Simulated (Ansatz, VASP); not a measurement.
# Two plane-wave programs on LiPS3

```
Li P S
1.0
     5.61263   -3.53482   -0.01641
     5.61263    3.53482   -0.01641
    -3.84891    0.00000    5.36540
Li P S
2 2 6
Direct
  0.75798 0.24202 0.00000
  0.24202 0.75798 0.00000
  0.15188 0.15188 0.57681
  0.84812 0.84812 0.42319
  0.22037 0.77963 0.50000
  0.77963 0.22037 0.50000
  0.19429 0.19429 0.32220
  0.80571 0.80571 0.67780
  0.31988 0.31988 0.93412
  0.68012 0.68012 0.06588
```

Alike in both runs: functional r2SCAN; k mesh 4 × 4 × 4; occupations fermi-dirac, width 0.02 eV; no spin polarisation.

Ansatz relaxed the structure, and its values are those at the end. VASP's run is a single point on that final structure, the one shown.

```csv
,VASP,Ansatz
version,VASP 6.6.1,Ansatz 0.2.0
potentials or method,"VASP PAW PBE potentials, release 64 (Li_sv, P, S), cutoff 520 eV",PAW plane waves
valence electrons in the cell,52,52
```

Ansatz gave:

```
gap on the k mesh at the Fermi level (eV) : 2.12
rms of the force components (eV/Å)        : 0.002
```

Task: Which values does VASP return?

Result: gap on the k mesh at the Fermi level (eV): 2.12; rms of the force components (eV/Å): 0.053.

VASP's potentials were made for PBE, not for r2SCAN.

Noted on VASP's run: the cutoff is under 1.25 times that of the potentials, so the pressure is a little rough.
